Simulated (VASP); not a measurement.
Set up this calculation in VASP 6.6.1, as the native input.

```
Task                   : electric field gradients
Functional             : LDA
Potentials or basis    : VASP PAW LDA potentials, release 64 (Ag)
Cutoff                 : 520 eV
k mesh                 : 14 × 14 × 4
Occupations            : fermi-dirac, width 0.08 eV
Spin                   : no spin polarisation
Dipole correction      : no
Further INCAR settings : ALGO = Normal; EDIFF = 1e-08; NBANDS = 30
```

The structure of Ag lies in POSCAR:

```
Ag
1.0
    2.8861989086     -0.0432929836     -0.0432929836
   -1.4805922779      2.5211680671     -0.0158463318
   -0.1500000000     -0.1500000000     10.0000000000
Ag
4
Direct
    0.3333333333      0.6666666667      0.2500000000
    0.6666666667      0.3333333333      0.7500000000
    0.0000000000      0.0000000000      0.0000000000
    0.0000000000      0.0000000000      0.5000000000
```

This cell differs from its parent crystal: equal xy, yz and zx shear strains of -3 %.

The input as run:

INCAR

```
SYSTEM = Ag
ALGO     = Normal         ! electronic algorithm
EDIFF    = 1E-8           ! SCF threshold, eV
ENCUT    = 520            ! plane-wave cutoff, eV
ISIF     = 2              ! what is computed and relaxed
ISMEAR   = -1             ! smearing method
LASPH    = .TRUE.         ! aspherical terms in the spheres
LCHARG   = .FALSE.        ! write CHGCAR
LEFG     = .TRUE.       
LREAL    = .FALSE.        ! projectors in reciprocal space
LWAVE    = .FALSE.        ! write WAVECAR
NBANDS   = 30             ! bands
NELM     = 100            ! most SCF steps
PREC     = Accurate       ! precision mode
SIGMA    = 0.08           ! smearing width, eV
```

KPOINTS

```
k-points
0
G
  14 14 4
  0 0 0
```

Potentials or basis: VASP PAW LDA potentials, release 64 (Ag).

Command:

```bash
$ cat potpaw_LDA.64/Ag/POTCAR > POTCAR
$ mpirun -np 1 vasp_std > vasp.out
```

It gave:

- Pressure: -11.0 GPa
- Largest force: 0.015 eV/Å
- Band gap on the k mesh: zero (bands 22 and 23 overlap by 6.17 eV)
- Largest electric field gradient by atom: Ag +11.8, +10.6, +11.0 (each value once) V/Å²

Caveat: the cell differs from its parent crystal (equal xy, yz and zx shear strains of -3 %); the cell stands under tension; without QUAD_EFG the Cq values of the log hold for a quadrupole moment of 1 mb, not for the nuclei.

Run time: 26 min on 1 thread of Oxide Virtual Turin-like Processor, with other jobs on the host, peak memory 0.62 GiB.
